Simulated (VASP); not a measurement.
# Al36H in VASP: single point with PBE+D3(BJ)

Aim: the single point of Al36H with PBE+D3(BJ).

Everything below comes from runs of VASP 6.6.1. Logs are shortened: lines on timing, memory, paths and dates and some standing lists are left out, and cuts for length are marked.

### 1 The cell of the first run

The cell holds a slab with vacuum, 37 atoms: a = 5.629 Å, b = 5.629 Å, c = 35.907 Å, α = 90.00°, β = 90.00°, γ = 120.00°.

### 2 Single point, PBE+D3(BJ)

INCAR reads:

```
  ALGO = Normal
  DIPOL = 0.5 0.5 0.377
  EDIFF = 1E-6
  ENCUT = 520
  GGA = PE
  IDIPOL = 3
  ISIF = 2
  ISMEAR = 0
  IVDW = 12
  LASPH = True
  LCHARG = False
  LDIPOL = True
  LREAL = Auto
  LWAVE = False
  NBANDS = 78
  NELM = 100
  PREC = Accurate
  SIGMA = 0.1
```

KPOINTS reads:

```
k-points
0
Gamma
  6 6 1
```

POSCAR reads:

```
Al36H
1.0
    5.6288445219      0.0000000000      0.0000000000
   -2.8144222609      4.8747223499      0.0000000000
    0.0000000000      0.0000000000     35.9073562080
Al H
36 1
Direct
    0.1666666667      0.3333333333      0.1113977865
    0.1666666667      0.8333333333      0.1113977865
    0.6666666667      0.3333333333      0.1113977865
    0.6666666667      0.8333333333      0.1113977865
    0.0000000000      0.0000000000      0.1757372983
    0.0000000000      0.5000000000      0.1757372983
    0.5000000000      0.0000000000      0.1757372983
    0.5000000000      0.5000000000      0.1757372983
    0.3333333333      0.1666666667      0.2400768102
    0.3333333333      0.6666666667      0.2400768102
    0.8333333333      0.1666666667      0.2400768102
    0.8333333333      0.6666666667      0.2400768102
    0.0000000000      0.0000000000      0.3044163221
    0.0000000000      0.5000000000      0.3044163221
    0.5000000000      0.0000000000      0.3044163221
    0.5000000000      0.5000000000      0.3044163221
    0.1666666667      0.3333333333      0.3682539347
    0.1666666667      0.8333333333      0.3682539347
    0.6666666667      0.3333333333      0.3682539347
    0.6666666667      0.8333333333      0.3682539347
    0.0000000000      0.0000000000      0.4320699059
    0.0000000000      0.5000000000      0.4320699059
    0.5000000000      0.0000000000      0.4320699059
    0.5000000000      0.5000000000      0.4320699059
    0.3333333333      0.1666666667      0.4967844642
    0.3333333333      0.6666666667      0.4967844642
    0.8333333333      0.1666666667      0.4967844642
    0.8333333333      0.6666666667      0.4967844642
    0.0000000000      0.0000000000      0.5611166564
    0.0000000000      0.5000000000      0.5611166564
    0.5000000000      0.0000000000      0.5611166564
    0.5000000000      0.5000000000      0.5611166564
    0.1666666667      0.3333333333      0.6268174153
    0.1666666667      0.8333333333      0.6268174153
    0.6666666667      0.3333333333      0.6268174153
    0.6666666667      0.8333333333      0.6268174153
    0.5000000000      0.5000000000      0.6964410318
```

Potentials or basis: VASP PAW PBE potentials, release 64 (Al, H).

Started as:

```bash
> cat potpaw_PBE.64/Al/POTCAR potpaw_PBE.64/H/POTCAR > POTCAR
> mpirun -np 1 vasp_std > vasp.out
```

OUTCAR:

```text
EDIFF = 1E-6
   ENCUT = 520
   GGA = PE
   ISIF = 2
   ISMEAR = 0
   IVDW = 12
   LASPH = True
   LREAL = Auto
   NELM = 100
   PREC = Accurate
 IVDW          = 12

 ion  position               nearest neighbor table
   1  0.167  0.333  0.111-   2 2.81   2 2.81   3 2.81   3 2.81   4 2.81   4 2.81   5 2.82   8 2.82
                             6 2.82
   2  0.167  0.833  0.111-   1 2.81   1 2.81   4 2.81   4 2.81   3 2.81   3 2.81   6 2.82   7 2.82
                             5 2.82
   3  0.667  0.333  0.111-   4 2.81   4 2.81   1 2.81   1 2.81   2 2.81   2 2.81   7 2.82   6 2.82
                             8 2.82
   4  0.667  0.833  0.111-   3 2.81   3 2.81   2 2.81   2 2.81   1 2.81   1 2.81   8 2.82   5 2.82
                             7 2.82
   5  0.000  0.000  0.176-   6 2.81   6 2.81   7 2.81   7 2.81   8 2.81   8 2.81   1 2.82   4 2.82
                             2 2.82  12 2.82   9 2.82  11 2.82
   6  0.000  0.500  0.176-   5 2.81   5 2.81   8 2.81   8 2.81   7 2.81   7 2.81   2 2.82   3 2.82
                             1 2.82  11 2.82  10 2.82  12 2.82
   7  0.500  0.000  0.176-   8 2.81   8 2.81   5 2.81   5 2.81   6 2.81   6 2.81   3 2.82   2 2.82
                             4 2.82  10 2.82  11 2.82   9 2.82
   8  0.500  0.500  0.176-   7 2.81   7 2.81   6 2.81   6 2.81   5 2.81   5 2.81   4 2.82   1 2.82
                             3 2.82   9 2.82  12 2.82  10 2.82
   9  0.333  0.167  0.240-  10 2.81  10 2.81  11 2.81  11 2.81  12 2.81  12 2.81  16 2.82   8 2.82
[... 40 lines left out ...]
                            27 2.82  33 2.86  36 2.86  34 2.86
  30  0.000  0.500  0.561-  29 2.81  29 2.81  32 2.81  32 2.81  31 2.81  31 2.81  27 2.82  26 2.82
                            28 2.82  34 2.86  35 2.86  33 2.86
  31  0.500  0.000  0.561-  32 2.81  32 2.81  29 2.81  29 2.81  30 2.81  30 2.81  26 2.82  27 2.82
                            25 2.82  35 2.86  34 2.86  36 2.86
  32  0.500  0.500  0.561-  31 2.81  31 2.81  30 2.81  30 2.81  29 2.81  29 2.81  25 2.82  28 2.82
                            26 2.82  36 2.86  33 2.86  35 2.86
  33  0.167  0.333  0.627-  34 2.81  34 2.81  35 2.81  35 2.81  36 2.81  36 2.81  29 2.86  32 2.86
                            30 2.86
  34  0.167  0.833  0.627-  33 2.81  33 2.81  36 2.81  36 2.81  35 2.81  35 2.81  30 2.86  31 2.86
                            29 2.86
  35  0.667  0.333  0.627-  36 2.81  36 2.81  33 2.81  33 2.81  34 2.81  34 2.81  31 2.86  30 2.86
                            32 2.86
  36  0.667  0.833  0.627-  35 2.81  35 2.81  34 2.81  34 2.81  33 2.81  33 2.81  32 2.86  29 2.86
                            31 2.86
  37  0.500  0.500  0.696-

  LATTYP: Found a hexagonal cell.
 ALAT       =     5.6288445219
 C/A-ratio  =     6.3791700176

  Lattice vectors:

 A1 = (   5.6288445219,   0.0000000000,   0.0000000000)
 A2 = (  -2.8144222609,   4.8747223499,   0.0000000000)
 A3 = (   0.0000000000,   0.0000000000,  35.9073562080)

Analysis of symmetry for initial positions (statically):
=====================================================================
 Subroutine PRICEL returns:
 Original cell was already a primitive cell.

 Routine SETGRP: Setting up the symmetry group for a
 hexagonal supercell.

 Subroutine GETGRP returns: Found  6 space group operations
 (whereof  2 operations were pure point group operations)
[... 197 lines left out ...]
   AEXX    =    0.0000 exact exchange contribution
   IVDW    =    12    specifies the selected vdW correction
   LEPSILON=     F    determine dielectric tensor
   LRPA    =     F    only Hartree local field effects (RPA)
 non-spin polarized calculation
 Gauss-broadening in eV      SIGMA  =   0.10
  energy-cutoff  :      520.00
  volume of cell :      985.26
 maximum number of plane-waves:     26641
 NGX is ok and might be reduce to    42
   NGX = 21   NGY = 21   NGZ =133

 dipolmoment           0.000000      0.000000     -0.237740 electrons x Angstroem

 number of electron     109.0000000 magnetization

 dipolmoment           0.000000      0.000000      0.239161 electrons x Angstroem

 Free energy of the ion-electron system (eV)
  ---------------------------------------------------
  ext. energy  EPLUGINS =         0.00000000
  ---------------------------------------------------
  free energy    TOTEN  =      -133.01630175 eV

  energy without entropy =     -132.93087955  energy(sigma->0) =     -132.97359065

 E-fermi :   2.8922     XC(G=0):  -6.6186

 val. band max:        2.8866709827   @ k =   0.1667   0.0000   0.0000
 cond. band min:       2.9316745837   @ k =   0.3333   0.0000   0.0000
 fundamental gap:      0.0450036009
 Fermi energy:         2.8921577781

 k-point     1 :       0.0000    0.0000    0.0000
  band No.  band energies     occupation
      1      -8.4150      2.00000
      2      -8.1502      2.00000
      3      -7.7637      2.00000
      4      -7.2106      2.00000
      5      -6.5316      2.00000
      6      -5.7186      2.00000
[... 472 lines left out ...]
     65       5.5028      0.00000
     66       5.5032      0.00000
 [bands above 66 left out]

------------------------ aborting loop because EDIFF is reached ----------------------------------------

 vacuum level on the upper side and lower side of the slab       (xc-potential included)         0.675        -0.856

 Edisp (eV)  -11.28011

 E8    (eV) :    -5.1097

  FORCE on cell =-STRESS in cart. coord.  units (eV):
  Direction    XX          YY          ZZ          XY          YZ          ZX
  --------------------------------------------------------------------------------------
  -------------------------------------------------------------------------------------
  Total      -4.12340    -4.12340    -2.23778    -0.00000     0.00000     0.00000
  in kB      -6.70522    -6.70522    -3.63895    -0.00000     0.00000     0.00000
  external pressure =       -5.68 kB  Pullay stress =        0.00 kB

 VOLUME and BASIS-vectors are now :
 -----------------------------------------------------------------------------
  energy-cutoff  :      520.00
  volume of cell :      985.26
      direct lattice vectors                 reciprocal lattice vectors
     5.628844522  0.000000000  0.000000000     0.177656355  0.102569944  0.000000000
    -2.814422261  4.874722350  0.000000000     0.000000000  0.205139889  0.000000000
     0.000000000  0.000000000 35.907356208     0.000000000  0.000000000  0.027849447

 POSITION                                       TOTAL-FORCE (eV/Angst)
 -----------------------------------------------------------------------------------
      0.00000      1.62491      4.00000         0.033545      0.019367     -0.102680
     -1.40721      4.06227      4.00000         0.000000      0.000000     -0.113683
      2.81442      1.62491      4.00000        -0.033545      0.019367     -0.102680
      1.40721      4.06227      4.00000        -0.000000     -0.038735     -0.102680
      0.00000      0.00000      6.31026        -0.001829      0.001056      0.130045
     -1.40721      2.43736      6.31026        -0.000000     -0.002112      0.130045
[... 29 lines left out ...]
      1.40721      4.06227     22.50736        -0.000000     -0.144737      0.440661
      1.40721      2.43736     25.00736         0.000000      0.000000     -1.247041
 -----------------------------------------------------------------------------------
    total drift:                               -0.000000      0.000000     -0.028460

  FREE ENERGIE OF THE ION-ELECTRON SYSTEM (eV)
  ---------------------------------------------------
  free  energy   TOTEN  =      -144.2964105515 eV

  energy  without entropy=     -144.2109883583  energy(sigma->0) =     -144.25369945

 vacuum level on the upper side and lower side of the slab         8.461         6.906
```

OSZICAR:

```text
N       E                     dE             d eps       ncg     rms          rms(c)
DAV:   1     0.299791968624E+03    0.29979E+03   -0.36515E+04  1092   0.107E+03
DAV:   2    -0.109056871383E+03   -0.40885E+03   -0.38287E+03  1344   0.172E+02
DAV:   3    -0.135144187724E+03   -0.26087E+02   -0.24977E+02  1496   0.390E+01
[... 26 lines left out ...]
DAV:  30    -0.133016292044E+03   -0.12140E-05   -0.45498E-07   874   0.210E-03    0.260E-03
DAV:  31    -0.133016294064E+03   -0.20207E-05   -0.14108E-07   720   0.116E-03    0.227E-03
DAV:  32    -0.133016299308E+03   -0.52437E-05   -0.24927E-07   810   0.105E-03    0.104E-03
DAV:  33    -0.133016300985E+03   -0.16770E-05   -0.14918E-07   788   0.972E-04    0.743E-04
DAV:  34    -0.133016301748E+03   -0.76264E-06   -0.71972E-08   688   0.784E-04
   1 F= -.14429641E+03 E0= -.14425370E+03  d E =-.854222E-01
```

Wall time 25 min (1 thread of Intel Xeon Platinum 8488C (Sapphire Rapids), shared host); peak memory 1.1 GiB.

Results:

| Item | Value |
| --- | --- |
| Free energy | -144.2964 eV |
| Largest force | 1.247 eV/Å |
| Band gap on the k mesh | zero (an odd number of electrons rules out a gap without spin polarisation) |
| Dispersion energy per atom | -0.305 eV |

Forces on the atoms (eV/Å):
```
Al   0.034  0.019 -0.103
Al   0.000  0.000 -0.114
Al  -0.034  0.019 -0.103
Al   0.000 -0.039 -0.103
Al  -0.002  0.001  0.130
Al   0.000 -0.002  0.130
Al   0.002  0.001  0.130
Al   0.000  0.000  0.075
Al   0.000  0.040 -0.023
Al   0.034 -0.020 -0.023
Al   0.000  0.000 -0.034
Al  -0.034 -0.020 -0.023
Al   0.011 -0.006  0.002
Al   0.000  0.013  0.002
Al  -0.011 -0.006  0.002
Al   0.000  0.000  0.062
Al   0.036  0.021  0.004
Al   0.000  0.000  0.002
Al  -0.036  0.021  0.004
Al   0.000 -0.041  0.004
Al   0.017 -0.010  0.031
Al   0.000  0.020  0.031
Al  -0.017 -0.010  0.031
Al   0.000  0.000 -0.030
Al   0.000  0.000 -0.031
Al   0.000  0.000 -0.031
Al   0.000  0.000  0.028
Al   0.000  0.000 -0.031
Al  -0.042  0.024 -0.051
Al   0.000 -0.049 -0.051
Al   0.042  0.024 -0.051
Al   0.000  0.000  0.095
Al   0.125  0.072  0.441
Al   0.000  0.000 -0.036
Al  -0.125  0.072  0.441
Al   0.000 -0.145  0.441
H    0.000  0.000 -1.247
```

The gap in the log of VASP goes by the Fermi energy; the results here count the filled bands.